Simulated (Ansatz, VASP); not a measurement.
Two plane-wave programs on Bi2Te3

```
CELL_PARAMETERS angstrom
2.19300 1.26613 9.96235
-2.19300 1.26613 9.96235
0.00000 -2.53226 9.96235
ATOMIC_POSITIONS crystal
Bi 0.60000 0.60000 0.60000
Bi 0.40000 0.40000 0.40000
Te 0.79050 0.79050 0.79050
Te 0.20950 0.20950 0.20950
Te 0.00000 0.00000 0.00000
```

Alike in both runs: functional PBEsol; k mesh 6 × 6 × 6; occupations fermi-dirac, width 0.05 eV; no spin polarisation.

|  | VASP | Ansatz |
| --- | --- | --- |
| version | VASP 6.6.1 | Ansatz 0.2.0 |
| potentials or method | VASP PAW PBE potentials, release 64 (Bi_d, Te) | Ansatz PAW |
| plane-wave cutoff (eV) | 520 | 420 |
| valence electrons in the cell | 48 | 78 |
| task | single point | band structure |

VASP gave:

| Quantity | Value |
| --- | --- |
| gap on the k mesh at the Fermi level (eV) | 0.16 |
| least direct gap on the mesh (eV) | 0.16 |
| pressure (GPa) | 0.5 |
| traceless stress, the component that is largest in VASP (GPa) | 0.29 |
| rms of the force components (eV/Å) | 0.031 |

Q: Which values does Ansatz return?

A: gap on the k mesh at the Fermi level (eV): 0.17; least direct gap on the mesh (eV): 0.17; pressure (GPa): 0.5; traceless stress, the component that is largest in VASP (GPa): 0.29; rms of the force components (eV/Å): 0.023.

VASP's potentials were made for PBE, not for PBEsol. Atom by atom the forces differ by 0.008 eV/Å (rms over components). VASP's potentials hold 48 valence electrons a cell and Ansatz's 78, so a difference there can come from the potentials and not from the codes.

Spin-orbit coupling is off throughout.
